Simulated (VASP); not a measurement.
A run of VASP 6.6.1 is set up as follows.

The input INCAR:

```
PREC = Accurate
ENCUT = 520
EDIFF = 1E-6
ISMEAR = 0
SIGMA = 0.01
LREAL = F
LASPH = T
NELM = 100
ALGO = Normal
ISIF = 2
LWAVE = F
LCHARG = F
GGA = PE
NBANDS = 25
```

File KPOINTS:

```
Automatic mesh
0
Gamma
  8 8 8
```

POSCAR

```
SiO2
1.0
   -2.4719629805      2.4719629805      3.6578437053
    2.4719629805     -2.4719629805      3.6578437053
    2.4719629805      2.4719629805     -3.6578437053
Si O
2 4
Direct
    0.0000000000      0.0000000000      0.0000000000
    0.7500000000      0.2500000000      0.5000000000
    0.9733622718      0.6250000000      0.8483622718
    0.3750000000      0.2233622718      0.3483622718
    0.7766377282      0.1250000000      0.1516377282
    0.8750000000      0.0266377282      0.6516377282
```

Potentials or basis: VASP PAW PBE potentials, release 64 (Si, O).

The run is started by

```bash
$ cat potpaw_PBE.64/Si/POTCAR potpaw_PBE.64/O/POTCAR > POTCAR
$ mpirun -np 1 vasp_std > vasp.out
```

**Question.** What does it give for the largest force?

**Answer.** 0.267 eV/Å.

**Question.** Predict the pressure.

**Answer.** 4.6 GPa.

**Question.** Estimate the band gap on the k mesh.

**Answer.** 5.94 eV.

Forces in eV/Å, atoms in the order of the input:
```
Si   0.000  0.000  0.000
Si   0.000  0.000  0.000
O    0.000  0.267  0.000
O    0.267  0.000  0.000
O    0.000 -0.267  0.000
O   -0.267  0.000  0.000
```

Caveat: the cell stands under pressure. A k mesh can miss the band edges.
